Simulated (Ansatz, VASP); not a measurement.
# One calculation of Ti3H, two programs

Contents of INCAR:

```
ALGO = Normal
DIPOL = 0.5 0.5 0.311
EDIFF = 1E-6
ENCUT = 520
GGA = PE
IDIPOL = 3
ISIF = 2
ISMEAR = 0
LASPH = T
LCHARG = T
LDIPOL = T
LELF = T
LREAL = F
LVACPOTAV = T
LVHAR = T
LWAVE = F
NBANDS = 47
NELM = 60
PREC = Accurate
SIGMA = 0.1
```

The input KPOINTS:

```
k-points
0
Gamma
  6 6 1
```

File POSCAR:

```
Ti3H
1.0
    4.6039800811      0.0000000000      0.0000000000
   -2.3019900405      3.9871637087      0.0000000000
    0.0000000000      0.0000000000     22.4969948581
Ti H
6 2
Direct
    0.6666666667      0.3333333333      0.1778015253
    0.3333333333      0.6666666667      0.2195752601
    0.0000000000      0.0000000000      0.2613489950
    0.6666666667      0.3333333333      0.2980583739
    0.3333333333      0.6666666667      0.3304600279
    0.0000000000      0.0000000000      0.3776946615
    0.2863074238      0.7136925762      0.4119214551
    0.3803592429      0.6196407571      0.4119214551
```

Input for Ansatz:

```yaml
crystal:
  lattice:
    - [4.6039800811, 0.0, 0.0]
    - [-2.3019900405, 3.9871637087, 0.0]
    - [0.0, 0.0, 22.4969948581]
  atoms:
    - { symbol: Ti, position: [0.6666666667, 0.3333333333, 0.1778015253] }
    - { symbol: Ti, position: [0.3333333333, 0.6666666667, 0.2195752601] }
    - { symbol: Ti, position: [0.0, 0.0, 0.261348995] }
    - { symbol: Ti, position: [0.6666666667, 0.3333333333, 0.2980583739] }
    - { symbol: Ti, position: [0.3333333333, 0.6666666667, 0.3304600279] }
    - { symbol: Ti, position: [0.0, 0.0, 0.3776946615] }
    - { symbol: H, position: [0.2863074238, 0.7136925762, 0.4119214551] }
    - { symbol: H, position: [0.3803592429, 0.6196407571, 0.4119214551] }
basis:
  ecutwfc: 420
kpoints:
  mp_grid: { grid: [6, 6, 1] }
hamiltonian:
  xc: pbe
scf:
  occupations: { method: gaussian, width: 0.1 }
output:
  forces: true
  eigenvalues: true
efield:
  axis: 3
  dipole_correction: true
  ramp_width: 0.04
```

Alike in both runs: task single point; functional PBE; k mesh 6 × 6 × 1; occupations gaussian, width 0.1 eV; no spin polarisation.

|  | VASP | Ansatz |
| --- | --- | --- |
| version | VASP 6.6.1 | Ansatz 0.2.0 |
| potentials or method | VASP PAW PBE potentials, release 64 (Ti_sv, H), cutoff 520 eV | scalar-relativistic, plane waves, PAW |
| valence electrons in the cell | 74 | 74 |

VASP gave:

```
gap on the k mesh at the Fermi level (eV)  : none
rms of the force components (eV/Å)         : 0.963
work function, face that differs most (eV) : 2.65
```

Question: What did Ansatz give for the same quantities?

Answer: gap on the k mesh at the Fermi level (eV): none; rms of the force components (eV/Å): 0.966; work function, face that differs most (eV): 2.64.

Atom by atom the forces differ by 0.007 eV/Å (rms over components). A gap of «none» marks a metal or a gap that the smearing closes.
